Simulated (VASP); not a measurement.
# Hf (Fm-3m) in VASP: notebook

Hf is run at these levels: PBE, LDA, PBEsol; tasks: single point.

Program: VASP 6.6.1. These are calculated values, not measurements. Logs are shortened: lines on timing, memory, paths and dates and some standing lists are left out, and cuts for length are marked.

### 1 The cell of the first run

It takes space group Fm-3m (No. 225, cubic). The conventional cell has a = 4.440 Å, b = 4.440 Å, c = 4.440 Å, α = 90.00°, β = 90.00°, γ = 90.00°. Hf (site symmetry m-3m) has 12 Hf at 3.14 Å within 4.1 Å.

### 2 Single point, PBE, non-collinear spin, zero start, spin-orbit coupling

Input file INCAR:

```
PREC = Accurate
ENCUT = 520
EDIFF = 1E-6
ISMEAR = -1
SIGMA = 0.05
LREAL = F
LASPH = T
NELM = 150
ALGO = Normal
ISIF = 2
LWAVE = F
LCHARG = F
MAGMOM = 0 0 0
LORBIT = 11
LSORBIT = T
GGA_COMPAT = F
LORBMOM = T
LMAXMIX = 4
GGA = PE
NBANDS = 21
```

Input file KPOINTS:

```
regular mesh
0
Gamma
  7 7 7
```

Input file POSCAR:

```
Hf
1.0
    0.0000000000      2.2200000000      2.2200000000
    2.2200000000      0.0000000000      2.2200000000
    2.2200000000      2.2200000000      0.0000000000
Hf
1
Direct
    0.0000000000      0.0000000000      0.0000000000
```

Potentials or basis: VASP PAW PBE potentials, release 64 (Hf_pv).

Command:

```
cat potpaw_PBE.64/Hf_pv/POTCAR > POTCAR
mpirun -np 1 vasp_ncl > vasp.out
```

OUTCAR:

```text
PREC = Accurate
   ENCUT = 520
   EDIFF = 1E-6
   ISMEAR = -1
   LREAL = F
   LASPH = T
   NELM = 150
   ISIF = 2
   LORBIT = 11
   LSORBIT = T
   GGA = PE

 ion  position               nearest neighbor table
   1  0.000  0.000  0.000-

  LATTYP: Found a face centered cubic cell.
 ALAT       =     4.4400000000

  Lattice vectors:

 A1 = (   0.0000000000,   2.2200000000,   2.2200000000)
 A2 = (   2.2200000000,   0.0000000000,   2.2200000000)
 A3 = (   2.2200000000,   2.2200000000,   0.0000000000)

Analysis of symmetry for initial positions (statically):
=====================================================================
 Subroutine PRICEL returns:
 Original cell was already a primitive cell.

 Routine SETGRP: Setting up the symmetry group for a
 face centered cubic supercell.

 Subroutine GETGRP returns: Found 48 space group operations
 (whereof 48 operations were pure point group operations)
 out of a pool of 48 trial point group operations.

The static configuration has the point symmetry O_h .

Analysis of symmetry for dynamics (positions and initial velocities):
=====================================================================
 Subroutine PRICEL returns:
 Original cell was already a primitive cell.

 Routine SETGRP: Setting up the symmetry group for a
 face centered cubic supercell.

 Subroutine GETGRP returns: Found 48 space group operations
 (whereof 48 operations were pure point group operations)
 out of a pool of 48 trial point group operations.

The dynamic configuration has the point symmetry O_h .

Analysis of structural, dynamic, and magnetic symmetry:
=====================================================================
 Subroutine PRICEL returns:
 Original cell was already a primitive cell.

 Routine SETGRP: Setting up the symmetry group for a
 face centered cubic supercell.

 Subroutine GETGRP returns: Found 48 space group operations
 (whereof 48 operations were pure point group operations)
 out of a pool of 48 trial point group operations.

The overall configuration has the point symmetry O_h .

 Subroutine INISYM returns: Found 48 space group operations
 (whereof 48 operations are pure point group operations),
 and found     1 'primitive' translations

----------------------------------------------------------------------------------------

                                     Primitive cell

  volume of cell :      21.8821

  direct lattice vectors                    reciprocal lattice vectors
     0.000000000  2.220000000  2.220000000    -0.225225225  0.225225225  0.225225225
     2.220000000  0.000000000  2.220000000     0.225225225 -0.225225225  0.225225225
     2.220000000  2.220000000  0.000000000     0.225225225  0.225225225 -0.225225225

  length of vectors
     3.139554108  3.139554108  3.139554108     0.390101533  0.390101533  0.390101533

  position of ions in fractional coordinates (direct lattice)
     0.000000000  0.000000000  0.000000000

  ion indices of the primitive-cell ions
   primitive index   ion index
                 1           1

----------------------------------------------------------------------------------------

 KPOINTS: regular mesh

Automatic generation of k-mesh.
 Grid dimensions read from file:
 generate k-points for:    7    7    7

 Generating k-lattice:

  Cartesian coordinates                     Fractional coordinates (reciprocal lattice)
    -0.032175032  0.032175032  0.032175032     0.142857143  0.000000000  0.000000000
     0.032175032 -0.032175032  0.032175032     0.000000000  0.142857143  0.000000000
     0.032175032  0.032175032 -0.032175032     0.000000000  0.000000000  0.142857143

  Length of vectors
     0.055728790  0.055728790  0.055728790

  Shift w.r.t. Gamma in fractional coordinates (k-lattice)
     0.000000000  0.000000000  0.000000000

 Subroutine IBZKPT returns following result:
[... 39 lines left out ...]
   LNONCOLLINEAR =      T non collinear calculations
   LSORBIT =      T    spin-orbit coupling
   LASPH  =      T    aspherical Exc in radial PAW
   ENCUT  =  520.0 eV  38.22 Ry    6.18 a.u.   5.84  5.84  5.84*2*pi/ulx,y,z
   NELM   =    150;   NELMIN=  2; NELMDL= -5     # of ELM steps
   EDIFF  = 0.1E-05   stopping-criterion for ELM
   LREAL  =      F    real-space projection
   EDIFFG = 0.1E-04   stopping-criterion for IOM
   NSW    =      0    number of steps for IOM
   IBRION =     -1    ionic relax: 0-MD 1-quasi-New 2-CG
   NFREE  =      0    steps in history (QN), initial steepest desc. (CG)
   ISIF   =      2    stress and relaxation
   ISYM   =      2    0-nonsym 1-usesym 2-fastsym
   POTIM  = 0.5000    time-step for ionic-motion
   TEBEG  =    0.0;   TEEND  =   0.0 temperature during run
   PSTRESS=    0.0 pullay stress
   NELECT =      10.0000    total number of electrons
   NUPDOWN=      -1.0000    fix difference up-down
   EMIN   =  10.00;   EMAX   =-10.00  energy-range for DOS
   EFERMI =   0.00;   METHOD = LEGACY
   ISMEAR =    -1;   SIGMA  =   0.05  broadening in eV -4-tet -1-fermi 0-gaus
   EFERMI_NEDOS =   21; number of points for ismear=-14 and -15
   IALGO  =     38    algorithm
   IMIX   =      4    mixing-type and parameters
     AMIX     =   0.40;   BMIX     =  1.00
     AMIX_MAG =   1.60;   BMIX_MAG =  1.00
  volume/ion in A,a.u.               =      21.88       147.67
  Fermi-wavevector in a.u.,A,eV,Ry     =   1.260991  2.382927 21.634588  1.590097
  Thomas-Fermi vector in A             =   2.394472
   LORBIT       =     11    0 simple, 1 ext, 2 COOP (PROOUT), +10 PAW based schemes
   GGA     = PE    functional components
   LHFCALC =     F    Hartree Fock is set to
   AEXX    =    0.0000 exact exchange contribution
   IVDW    =     0    specifies the selected vdW correction
   LEPSILON=     F    determine dielectric tensor
   LRPA    =     F    only Hartree local field effects (RPA)
  energy-cutoff  :      520.00
  volume of cell :       21.88
 maximum number of plane-waves:      1218
   NGX = 11   NGY = 11   NGZ = 11

 number of electron      10.0000000 magnetization       0.0000000      0.0000000      0.0000000

 number of electron      10.0000000 magnetization      -0.0000000      0.0000000     -0.0000000

 number of electron      10.0000000 magnetization       0.0000000     -0.0000000      0.0000000

 Free energy of the ion-electron system (eV)
  ---------------------------------------------------
  ext. energy  EPLUGINS =         0.00000000
  ---------------------------------------------------
  free energy    TOTEN  =       -10.53170716 eV

  energy without entropy =      -10.51513751  energy(sigma->0) =      -10.52342234

 E-fermi :   4.8683     XC(G=0): -11.3900

 val. band max:        4.8654932627   @ k =  -0.4286   0.2857   0.1429
 cond. band min:       4.8843089611   @ k =   0.2857   0.0000   0.0000
 fundamental gap:      0.0188156984
 Fermi energy:         4.8683278931

 k-point     1 :       0.0000    0.0000    0.0000
  band No.  band energies     occupation
      1     -29.9359      1.00000
      2     -29.9359      1.00000
      3     -22.7908      1.00000
      4     -22.7908      1.00000
      5     -22.7908      1.00000
      6     -22.7908      1.00000
[... 469 lines left out ...]
     20      15.1688      0.00000
     21      16.2534      0.00000

------------------------ aborting loop because EDIFF is reached ----------------------------------------

  FORCE on cell =-STRESS in cart. coord.  units (eV):
  Direction    XX          YY          ZZ          XY          YZ          ZX
  --------------------------------------------------------------------------------------
  -------------------------------------------------------------------------------------
  Total        0.3570043      0.3570043      0.3570043      0.0000000      0.0000000     -0.0000000
  in kB       26.1393662     26.1393662     26.1393662      0.0000000      0.0000000     -0.0000000
  external PRESSURE =      26.1393662 kB  Pullay stress =       0.0000000 kB

 VOLUME and BASIS-vectors are now :
 -----------------------------------------------------------------------------
  energy-cutoff  :      520.00
  volume of cell :       21.88
      direct lattice vectors                 reciprocal lattice vectors
     0.000000000  2.220000000  2.220000000    -0.225225225  0.225225225  0.225225225
     2.220000000  0.000000000  2.220000000     0.225225225 -0.225225225  0.225225225
     2.220000000  2.220000000  0.000000000     0.225225225  0.225225225 -0.225225225

 POSITION                                       TOTAL-FORCE (eV/Angst)
 -----------------------------------------------------------------------------------
      0.00000      0.00000      0.00000        -0.000000      0.000000     -0.000000
 -----------------------------------------------------------------------------------
    total drift:                               -0.000000      0.000000     -0.000000

  FREE ENERGIE OF THE ION-ELECTRON SYSTEM (eV)
  ---------------------------------------------------
  free  energy   TOTEN  =       -10.5317071630 eV

  energy  without entropy=      -10.5151375091  energy(sigma->0) =      -10.52342234

 orbital moment (x)

 # of ion     p       d       tot
 ----------------------------------------
  1         0.000   0.000   0.000
 ----------------------------------------
            0.000   0.000   0.000

 orbital moment (y)

 # of ion     p       d       tot
 ----------------------------------------
  1         0.000  -0.000  -0.000
 ----------------------------------------
            0.000  -0.000  -0.000

 orbital moment (z)

 # of ion     p       d       tot
 ----------------------------------------
  1         0.000   0.000   0.000
 ----------------------------------------
            0.000   0.000   0.000

 Spin-Orbit-Coupling matrix elements

 Ion:    1  E_soc:     -1.3604904
 l=   1
     0.0000000    -0.2188787    -0.2188787
    -0.2188787     0.0000000    -0.2188787
    -0.2188787    -0.2188787     0.0000000
 l=   2
     0.0000000    -0.0016460     0.0000000    -0.0016460    -0.0062237
    -0.0016460     0.0000000    -0.0046678    -0.0016460    -0.0015559
     0.0000000    -0.0046678     0.0000000    -0.0046678     0.0000000
    -0.0016460    -0.0016460    -0.0046678     0.0000000    -0.0015559
    -0.0062237    -0.0015559     0.0000000    -0.0015559     0.0000000
 l=   3
     0.0000000     0.0000000     0.0000000     0.0000000     0.0000000     0.0000000     0.0000000
     0.0000000     0.0000000     0.0000000     0.0000000     0.0000000     0.0000000     0.0000000
     0.0000000     0.0000000     0.0000000     0.0000000     0.0000000     0.0000000     0.0000000
     0.0000000     0.0000000     0.0000000     0.0000000     0.0000000     0.0000000     0.0000000
     0.0000000     0.0000000     0.0000000     0.0000000     0.0000000     0.0000000     0.0000000
     0.0000000     0.0000000     0.0000000     0.0000000     0.0000000     0.0000000     0.0000000
     0.0000000     0.0000000     0.0000000     0.0000000     0.0000000     0.0000000     0.0000000

 total charge

# of ion       s       p       d       tot
------------------------------------------
    1        0.393   6.450   1.587   8.430

 magnetization (x)

# of ion       s       p       d       tot
------------------------------------------
    1       -0.000   0.000   0.000   0.000

 magnetization (y)

# of ion       s       p       d       tot
------------------------------------------
    1        0.000   0.000   0.000   0.000

 magnetization (z)

# of ion       s       p       d       tot
------------------------------------------
    1       -0.000   0.000  -0.000  -0.000
```

Run time: 18 s. Hardware: 1 thread of Intel Xeon 6975P-C, shared host; peak memory 0.19 GiB.

Results:

- Free energy: -10.5317 eV
- Pressure: 2.6 GPa
- Net moment: 0.00 μB per cell
- Valence electrons inside the program's atomic spheres: Hf 8.43

Moments on the atoms (μB; x, y, z):
```
Hf  0.00 0.00 0.00
```

### 3 Single point, LDA, non-collinear spin, zero start, spin-orbit coupling

Input file INCAR:

```
SYSTEM = Hf
ALGO = Normal ; EDIFF = 1E-6
ENCUT = 520 ; GGA_COMPAT = .False.
ISIF = 2 ; ISMEAR = -1
LASPH = .True. ; LCHARG = .True.
LMAXMIX = 4 ; LORBIT = 11
LORBMOM = .True. ; LREAL = .False.
LSORBIT = .True. ; LVHAR = .True.
LWAVE = .False. ; MAGMOM = 0 0 0
NBANDS = 21 ; NELM = 150
PREC = Accurate ; SIGMA = 0.05
```

Input file KPOINTS:

```
k-points
0
Gamma
  7 7 7
  0 0 0
```

POSCAR is that of step 2.

Potentials or basis: VASP PAW LDA potentials, release 64 (Hf_pv).

Command:

```
cat potpaw_LDA.64/Hf_pv/POTCAR > POTCAR
mpirun -np 1 vasp_ncl > vasp.out
```

OUTCAR:

```text
SYSTEM = Hf
   EDIFF = 1E-6
   ENCUT = 520
   ISIF = 2
   ISMEAR = -1
   LASPH = .True.
   LORBIT = 11
   LREAL = .False.
   LSORBIT = .True.
   NELM = 150
   PREC = Accurate

 ion  position               nearest neighbor table
   1  0.000  0.000  0.000-

  LATTYP: Found a face centered cubic cell.
 ALAT       =     4.4400000000

  Lattice vectors:

 A1 = (   0.0000000000,   2.2200000000,   2.2200000000)
 A2 = (   2.2200000000,   0.0000000000,   2.2200000000)
 A3 = (   2.2200000000,   2.2200000000,   0.0000000000)

Analysis of symmetry for initial positions (statically):
=====================================================================
 Subroutine PRICEL returns:
 Original cell was already a primitive cell.

 Routine SETGRP: Setting up the symmetry group for a
 face centered cubic supercell.

 Subroutine GETGRP returns: Found 48 space group operations
 (whereof 48 operations were pure point group operations)
 out of a pool of 48 trial point group operations.

The static configuration has the point symmetry O_h .

Analysis of symmetry for dynamics (positions and initial velocities):
=====================================================================
 Subroutine PRICEL returns:
 Original cell was already a primitive cell.

 Routine SETGRP: Setting up the symmetry group for a
 face centered cubic supercell.
[... 676 lines left out ...]
  free  energy   TOTEN  =       -11.3156215868 eV

  energy  without entropy=      -11.2982463485  energy(sigma->0) =      -11.30693397

 orbital moment (x)

 # of ion     p       d       tot
 ----------------------------------------
  1         0.000  -0.000  -0.000
 ----------------------------------------
            0.000  -0.000  -0.000

 orbital moment (y)

 # of ion     p       d       tot
 ----------------------------------------
  1         0.000  -0.000  -0.000
 ----------------------------------------
            0.000  -0.000  -0.000

 orbital moment (z)

 # of ion     p       d       tot
 ----------------------------------------
  1         0.000   0.000   0.000
 ----------------------------------------
            0.000   0.000   0.000

 Spin-Orbit-Coupling matrix elements

 Ion:    1  E_soc:     -1.4073316
 l=   1
     0.0000000    -0.2262926    -0.2262926
    -0.2262926     0.0000000    -0.2262926
    -0.2262926    -0.2262926     0.0000000
 l=   2
     0.0000000    -0.0017176     0.0000000    -0.0017176    -0.0065450
    -0.0017176     0.0000000    -0.0049088    -0.0017176    -0.0016363
     0.0000000    -0.0049088     0.0000000    -0.0049088     0.0000000
    -0.0017176    -0.0017176    -0.0049088     0.0000000    -0.0016363
    -0.0065450    -0.0016363     0.0000000    -0.0016363     0.0000000
 l=   3
     0.0000000     0.0000000     0.0000000     0.0000000     0.0000000     0.0000000     0.0000000
     0.0000000     0.0000000     0.0000000     0.0000000     0.0000000     0.0000000     0.0000000
     0.0000000     0.0000000     0.0000000     0.0000000     0.0000000     0.0000000     0.0000000
     0.0000000     0.0000000     0.0000000     0.0000000     0.0000000     0.0000000     0.0000000
     0.0000000     0.0000000     0.0000000     0.0000000     0.0000000     0.0000000     0.0000000
     0.0000000     0.0000000     0.0000000     0.0000000     0.0000000     0.0000000     0.0000000
     0.0000000     0.0000000     0.0000000     0.0000000     0.0000000     0.0000000     0.0000000

 total charge

# of ion       s       p       d       tot
------------------------------------------
    1        0.396   6.444   1.621   8.461

 magnetization (x)

# of ion       s       p       d       tot
------------------------------------------
    1        0.000   0.000   0.000   0.000

 magnetization (y)

# of ion       s       p       d       tot
------------------------------------------
    1        0.000   0.000  -0.000   0.000

 magnetization (z)

# of ion       s       p       d       tot
------------------------------------------
    1       -0.000   0.000   0.000  -0.000
```

OSZICAR:

```text
N       E                     dE             d eps       ncg     rms          rms(c)
DAV:   1     0.281801966014E+02    0.28180E+02   -0.53996E+03   840   0.908E+02
DAV:   2    -0.105396449128E+02   -0.38720E+02   -0.37405E+02  1059   0.234E+02
DAV:   3    -0.116826676363E+02   -0.11430E+01   -0.11201E+01  1057   0.261E+01
DAV:   4    -0.116897789206E+02   -0.71113E-02   -0.71100E-02   982   0.240E+00
DAV:   5    -0.116898380609E+02   -0.59140E-04   -0.59139E-04  1044   0.196E-01    0.537E+01
DAV:   6    -0.114127959888E+02    0.27704E+00   -0.21097E-01  1009   0.357E+00    0.320E+01
DAV:   7    -0.113211886043E+02    0.91607E-01   -0.16861E-01  1011   0.303E+00    0.160E+01
DAV:   8    -0.113184071942E+02    0.27814E-02   -0.26467E-02  1030   0.114E+00    0.928E-01
DAV:   9    -0.113156187959E+02    0.27884E-02   -0.94450E-03   991   0.743E-01    0.262E-01
DAV:  10    -0.113156222345E+02   -0.34387E-05   -0.20490E-04  1032   0.133E-01    0.456E-02
DAV:  11    -0.113156215868E+02    0.64774E-06   -0.34754E-06  1010   0.159E-02
   1 F= -.11315622E+02 E0= -.11306934E+02  d E =-.173752E-01  mag=    -0.0000     0.0000     0.0000
```

stdout:

```text
POSCAR found type information on POSCAR Hf
 POSCAR found :  1 types and       1 ions
 scaLAPACK will be used
 LDA part: xc-table for (Slater(with rela. corr.)+CA(PZ))
 , standard interpolation
 POSCAR, INCAR and KPOINTS ok, starting setup
 FFT: planning ... GRIDC
 FFT: planning ... GRID_SOFT
 FFT: planning ... GRID
 WAVECAR not read
 entering main loop
```

Wall time 16 s (1 thread of Intel Xeon 6975P-C, shared host); peak memory 0.17 GiB.

What came out:

```yaml
Free_energy: -11.3156 eV
Pressure: -5.7 GPa
Net_moment: 0.00 μB per cell
Valence_electrons_inside_the_program's_atomic_spheres: Hf 8.46
```

Moments on the atoms (μB; x, y, z):
```
Hf  0.00 0.00 0.00
```

### 4 Single point, PBEsol, non-collinear spin, zero start, spin-orbit coupling

Input file INCAR:

```
PREC = Accurate ; ENCUT = 520
EDIFF = 1E-6 ; ISMEAR = -1
SIGMA = 0.05 ; LREAL = False
LASPH = True ; NELM = 150
ALGO = Normal ; ISIF = 2
LWAVE = False ; LCHARG = False
MAGMOM = 0 0 0 ; LORBIT = 11
LSORBIT = True ; GGA_COMPAT = False
LORBMOM = True ; LMAXMIX = 4
GGA = PS ; NBANDS = 21
```

Input file KPOINTS:

```
regular mesh
0
Gamma
  7 7 7
```

POSCAR is that of step 3.

Potentials or basis: VASP PAW PBE potentials, release 64 (Hf_pv).

Command:

```
cat potpaw_PBE.64/Hf_pv/POTCAR > POTCAR
mpirun -np 1 vasp_ncl > vasp.out
```

Wall time 19 s (1 thread of Intel Xeon 6975P-C, shared host); peak memory 0.19 GiB.

Results (log left out):

| Quantity | Value |
| --- | --- |
| Free energy | -11.1175 eV |
| Pressure | -2.1 GPa |
| Net moment | 0.00 μB per cell |
| Valence electrons inside the program's atomic spheres | Hf 8.44 |

Moments on the atoms (μB; x, y, z):
```
Hf  0.00 0.00 0.00
```

Caveat: the PAW data sets were made with another functional, which shifts forces and pressure a little.

### 5 Overview

```csv
level,potentials or basis,pressure (GPa),moment (μB)
PBE,"VASP PAW PBE potentials, release 64 (Hf_pv)",2.6,0.00
LDA,"VASP PAW LDA potentials, release 64 (Hf_pv)",-5.7,0.00
PBEsol,"VASP PAW PBE potentials, release 64 (Hf_pv)",-2.1,0.00
```

Alike in all rows: task single point; spin non-collinear, zero start, SOC; cell as given; k mesh 7 × 7 × 7; cutoff (eV) 520; smearing fermi-dirac 0.05 eV.

Caveats: the PAW data sets were made with another functional, which shifts forces and pressure a little (some runs).

Absolute energies hang on the potentials; compare differences alone.
